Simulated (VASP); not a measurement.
**Ir: single point with PBE**

Crystal: Ir.

```
CELL_PARAMETERS angstrom
0.00000 1.89582 1.89582
1.89582 0.00000 1.89582
1.89582 1.89582 0.00000
ATOMIC_POSITIONS crystal
Ir 0.00000 0.00000 0.00000
```

This cell differs from its parent crystal: volume scaled by 0.94.

```json
{
 "Program": "VASP 6.6.1",
 "Task": "single point",
 "Functional": "PBE",
 "Potentials or basis": "VASP PAW PBE potentials, release 64 (Ir)",
 "Cutoff": "520 eV",
 "k mesh": "18 × 18 × 18",
 "Occupations": "gaussian, width 0.1 eV",
 "Spin": "no spin polarisation"
}
```

```json
{
  "Pressure": "26.0 GPa"
}
```

Levels at points of the mesh, in eV from the Fermi level:
| k point | band 1 | band 2 | band 3 | band 4 | band 5 | band 6 | band 7 | band 8 |
| --- | --- | --- | --- | --- | --- | --- | --- | --- |
| (0.00, 0.00, 0.00) | -11.57 | -4.16 | -4.16 | -4.16 | -1.30 | -1.30 | 14.20 | 20.01 |
| (0.50, 0.00, 0.00) | -8.55 | -4.27 | -4.27 | -0.90 | 0.93 | 0.93 | 7.62 | 13.75 |
| (0.50, 0.50, 0.00) | -8.40 | -7.80 | 0.89 | 1.55 | 1.55 | 1.66 | 11.00 | 11.85 |

Run time: 34 s on 1 thread of AMD EPYC 7R13, on a shared host, peak memory 0.12 GiB.

Caveat: spin-orbit coupling is left out, which moves the levels of the heavy elements.
